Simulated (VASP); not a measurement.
Input of a VASP 6.6.1 run:

INCAR

```
ALGO = Normal
EDIFF = 1E-6
ENCUT = 520
GGA = PS
ISIF = 2
ISMEAR = 0
LASPH = True
LCHARG = False
LREAL = False
LWAVE = False
NBANDS = 15
NELM = 60
PREC = Accurate
SIGMA = 0.05
```

Contents of KPOINTS:

```
k-points
0
Gamma
  6 6 6
```

The input POSCAR:

```
RbBr
1.0
    4.0701688540      0.0000000000      0.0000000000
    0.0000000000      4.0701688540      0.0000000000
    0.0000000000      0.0000000000      4.0701688540
Rb Br
1 1
Direct
    0.0000000000     -0.0198457406     -0.0198457406
    0.5000000000      0.5212276205      0.5212276205
```

Potentials or basis: VASP PAW PBE potentials, release 64 (Rb_sv, Br).

Launch:

```bash
$ cat potpaw_PBE.64/Rb_sv/POTCAR potpaw_PBE.64/Br/POTCAR > POTCAR
$ mpirun -np 1 vasp_std > vasp.out
```

Q: Predict the pressure.

A: 0.4 GPa.

Q: Predict the largest force.

A: 0.230 eV/Å.

Q: Estimate the band gap on the k mesh.

A: 4.07 eV, indirect (least direct gap 4.21 eV).

Stress tensor (GPa, compression positive):
```
0.47 0.00 0.00
0.00 0.39 0.33
0.00 0.33 0.39
```

Caveat: the cell differs from its parent crystal (mode 5 frozen in at -0.086 Å and mode 6 at -0.086 Å (largest displacements)); the PAW data sets were made with another functional, which shifts forces and pressure a little. A k mesh can miss the band edges.
